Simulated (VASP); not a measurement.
Write the native input for VASP 6.6.1 that does the following.

```yaml
Task: single point
Functional: PBEsol
Potentials_or_basis: VASP PAW PBE potentials, release 64 (Cu, H)
Cutoff: 520 eV
k_mesh: 11 × 11 × 1
Occupations: gaussian, width 0.1 eV
Spin: no spin polarisation
Dipole_correction: yes
Further_INCAR_settings: ALGO = Normal; EDIFF = 1e-06; NBANDS = 37; NELMDL = -8
```

The structure of Cu5H lies in POSCAR:

```
Cu5H
1.0
    2.5196845175      0.0000000000      0.0000000000
    0.0000000000      2.5196845175      0.0000000000
    0.0000000000      0.0000000000     26.1267440352
Cu H
5 1
Direct
    0.5000000000      0.5000000000      0.3253371330
    0.0000000000      0.0000000000      0.3935310881
    0.5000000000      0.5000000000      0.4616707794
    0.0000000000      0.0000000000      0.5293931593
    0.5000000000      0.5000000000      0.6016993519
    0.0000000000      0.0000000000      0.6201400994
```

The input as run:

INCAR

```
SYSTEM = Cu5H
PREC = Accurate
ENCUT = 520
EDIFF = 1E-6
ISMEAR = 0
SIGMA = 0.1
LREAL = .False.
LASPH = .True.
NELM = 120
ALGO = Normal
ISIF = 2
LWAVE = .False.
LCHARG = .False.
LDIPOL = .True.
IDIPOL = 3
DIPOL = 0.5 0.5 0.489
GGA = PS
NBANDS = 37
GGA_COMPAT = .False.
NELMDL = -8
```

KPOINTS

```
Automatic mesh
0
Gamma
  11 11 1
  0 0 0
```

Potentials or basis: VASP PAW PBE potentials, release 64 (Cu, H).

Command:

```bash
$ cat potpaw_PBE.64/Cu/POTCAR potpaw_PBE.64/H/POTCAR > POTCAR
$ mpirun -np 1 vasp_std > vasp.out
```

It gave:

```yaml
Largest_force: 0.229 eV/Å
Band_gap_on_the_k_mesh: zero (band 28 reaches 2.07 eV, above the bottom of band 29 at -1.61 eV)
```

Caveat: the PAW data sets were made with another functional, which shifts forces and pressure a little.

It took 2.2 min on 1 thread of Intel(R) Xeon(R) 6975P-C (Granite Rapids) (shared host), peak memory 0.31 GiB.
